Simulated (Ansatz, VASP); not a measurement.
# InSb: VASP beside Ansatz

The input INCAR:

```
PREC = Accurate
ENCUT = 520
EDIFF = 1E-7
ISMEAR = 0
SIGMA = 0.15
LREAL = F
LASPH = T
NELM = 80
ALGO = Normal
ISIF = 2
LWAVE = F
LCHARG = F
GGA = PE
NBANDS = 16
```

KPOINTS

```
Automatic mesh
0
Gamma
  16 16 8
```

Contents of POSCAR:

```
InSb
1.0
    2.9843563200      0.0000000000      0.0000000000
    0.0000000000      2.9843563200      0.0000000000
    0.0000000000      0.0000000000      6.2154700000
In Sb
1 1
Direct
    0.0000000000      0.0000000000      0.0000000000
    0.0000000000      0.0000000000      0.5000000000
```

Input for Ansatz:

```yaml
crystal:
  lattice:
    - [2.98435632, 0.0, 0.0]
    - [0.0, 2.98435632, 0.0]
    - [0.0, 0.0, 6.21547]
  atoms:
    - { symbol: In, position: [0.0, 0.0, 0.0] }
    - { symbol: Sb, position: [0.0, 0.0, 0.5] }
basis:
  ecutwfc: 420
kpoints:
  mp_grid: { grid: [16, 16, 8] }
hamiltonian:
  xc: pbe
scf:
  occupations: { method: gaussian, width: 0.15 }
output:
  forces: true
  stress: true
  eigenvalues: true
```

Change from the starting cell: strain -0.030 along x and y, +0.000 along z, atoms carried along.

Alike in both runs: task single point; functional PBE; k mesh 16 × 16 × 8; occupations gaussian, width 0.15 eV; no spin polarisation.

|  | VASP | Ansatz |
| --- | --- | --- |
| version | VASP 6.6.1 | Ansatz 0.2.0 |
| potentials or method | VASP PAW PBE potentials, release 64 (In_d, Sb), cutoff 520 eV | scalar-relativistic, plane waves, PAW |
| valence electrons in the cell | 18 | 28 |

|  | VASP | Ansatz | Ansatz less VASP |
| --- | --- | --- | --- |
| gap on the k mesh at the Fermi level (eV) | none | none | - |
| pressure (GPa) | 4.0 | 4.0 | 0.00 |
| traceless stress, the component that is largest in VASP (GPa) | -2.93 | -2.91 | +0.014 |

A gap of «none» marks a metal or a gap that the smearing closes. VASP's potentials hold 18 valence electrons a cell and Ansatz's 28, so a difference there can come from the potentials and not from the codes.

Spin-orbit coupling is off throughout.
